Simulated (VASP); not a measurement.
Input of a VASP 6.6.1 run:

INCAR

```
PREC = Accurate ; ENCUT = 520
EDIFF = 1E-7 ; ISMEAR = 0
SIGMA = 0.01 ; LREAL = F
LASPH = T ; NELM = 80
ALGO = Normal ; ISIF = 2
LWAVE = F ; LCHARG = T
GGA = PS ; LELF = T
LVHAR = T ; NBANDS = 17
```

File KPOINTS:

```
regular mesh
0
Gamma
  4 4 4
```

Contents of POSCAR:

```
SnSe
1.0
    0.0000000000      3.0100000000      3.0100000000
    3.0100000000      0.0000000000      3.0100000000
    3.0100000000      3.0100000000      0.0000000000
Sn Se
1 1
Direct
    0.0000000000      0.0000000000      0.0000000000
    0.5000000000      0.5000000000      0.5000000000
```

Potentials or basis: VASP PAW PBE potentials, release 64 (Sn_d, Se).

Command:

```sh
$ cat potpaw_PBE.64/Sn_d/POTCAR potpaw_PBE.64/Se/POTCAR > POTCAR
$ mpirun -np 1 vasp_std > vasp.out
```

(1) What does it give for the pressure?

(2) What does it give for the band gap on the k mesh?

Answers

(1) -3.3 GPa.

(2) 0.63 eV, direct.

Caveat: the k points lie up to 0.45 Å⁻¹ apart; the PAW data sets were made with another functional, which shifts forces and pressure a little; spin-orbit coupling is left out, which moves the levels of the heavy elements.
